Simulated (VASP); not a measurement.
# Te: single point with PBE

The system is Te.

```xyz
1
Lattice="2.8325 0.0000 0.0000 -1.4163 2.4530 0.0000 0.0000 0.0000 2.6478" Properties=species:S:1:pos:R:3 pbc="T T T"
Te    0.0000    0.0000    0.0000
```

This isn't the form of Te at room conditions, which is trigonal, of chains.

```
Program                : VASP 6.6.1
Task                   : single point
Functional             : PBE
Potentials or basis    : VASP PAW PBE potentials, release 64 (Te)
Cutoff                 : 520 eV
k mesh                 : 16 × 16 × 14
Occupations            : fermi-dirac, width 0.08 eV
Spin                   : no spin polarisation
Dipole correction      : no
Further INCAR settings : ALGO = Normal; EDIFF = 1e-07; NBANDS = 9
```

| Property | Result |
| --- | --- |
| Pressure | 87.6 GPa |
| Band gap on the k mesh | zero (bands 3 and 4 overlap by 12.94 eV) |

Stress tensor (GPa, compression positive):
```
87.45  0.00  0.00
 0.00 87.45  0.00
 0.00  0.00 87.78
```

Levels at points of the mesh, in eV from the Fermi level:
| k point | band 1 | band 2 | band 3 | band 4 | band 5 | band 6 |
| --- | --- | --- | --- | --- | --- | --- |
| (0.00, 0.00, 0.00) | -19.18 | 2.22 | 4.14 | 4.14 | 6.03 | 9.13 |
| (0.50, 0.00, 0.00) | -13.89 | -10.74 | -0.61 | 4.10 | 6.82 | 10.69 |
| (0.00, 0.00, 0.50) | -15.03 | -11.14 | 8.10 | 8.10 | 11.00 | 11.73 |
| (0.50, 0.00, 0.50) | -9.04 | -7.59 | -7.18 | -0.65 | 2.76 | 8.44 |

Run time: 75 s on 1 thread of AMD EPYC 7R13 (shared host), peak memory 0.13 GiB.

Caveat: the cell stands under pressure; spin-orbit coupling is left out, which moves the levels of the heavy elements.
